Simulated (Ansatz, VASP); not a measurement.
# Al2Cu in VASP and in Ansatz

The input INCAR:

```
PREC     = Accurate       # precision mode
ENCUT    = 520            # plane-wave cutoff, eV
EDIFF    = 1E-6           # SCF threshold, eV
ISMEAR   = 0              # smearing method
SIGMA    = 0.01           # smearing width, eV
LREAL    = F              # projectors in reciprocal space
LASPH    = T              # aspherical terms in the spheres
NELM     = 100            # most SCF steps
ALGO     = Normal         # electronic algorithm
ISIF     = 2              # what is computed and relaxed
LWAVE    = F              # write WAVECAR
LCHARG   = F              # write CHGCAR
GGA      = PS             # functional
NBANDS   = 16             # bands
```

The input KPOINTS:

```
Automatic mesh
0
Gamma
  10 10 14
```

Contents of POSCAR:

```
Al2Cu
1.0
    4.1051820000      0.0000000000      0.0000000000
    0.0000000000      4.1051820000      0.0000000000
    0.0000000000      0.0000000000      2.8913130000
Al Cu
2 1
Direct
    0.5000000000      0.0000000000      0.5000000000
    0.0000000000      0.5000000000      0.5000000000
    0.0000000000      0.0000000000      0.0000000000
```

Input for Ansatz:

```yaml
crystal:
  lattice:
    - [4.105182, 0.0, 0.0]
    - [0.0, 4.105182, 0.0]
    - [0.0, 0.0, 2.891313]
  atoms:
    - { symbol: Al, position: [0.5, 0.0, 0.5] }
    - { symbol: Al, position: [0.0, 0.5, 0.5] }
    - { symbol: Cu, position: [0.0, 0.0, 0.0] }
basis:
  ecutwfc: 420
kpoints:
  mp_grid: { grid: [10, 10, 14] }
hamiltonian:
  xc: pbesol
scf:
  occupations: { method: gaussian, width: 0.01 }
output:
  forces: true
  stress: true
  eigenvalues: true
```

Alike in both runs: task single point; functional PBEsol; k mesh 10 × 10 × 14; occupations gaussian, width 0.01 eV; no spin polarisation.

```csv
,VASP,Ansatz
version,VASP 6.6.1,Ansatz 0.2.0
potentials or method,"VASP PAW PBE potentials, release 64 (Al, Cu), cutoff 520 eV","scalar-relativistic, plane waves, PAW"
valence electrons in the cell,17,25
```

|  | VASP | Ansatz | Ansatz less VASP |
| --- | --- | --- | --- |
| gap on the k mesh at the Fermi level (eV) | none | none | - |
| pressure (GPa) | -2.3 | -2.4 | -0.14 |
| traceless stress, the component that is largest in VASP (GPa) | -0.58 | -0.60 | -0.027 |

VASP's potentials were made for PBE, not for PBEsol. A gap of «none» marks a metal or a gap that the smearing closes. VASP's potentials hold 17 valence electrons a cell and Ansatz's 25, so a difference there can come from the potentials and not from the codes.
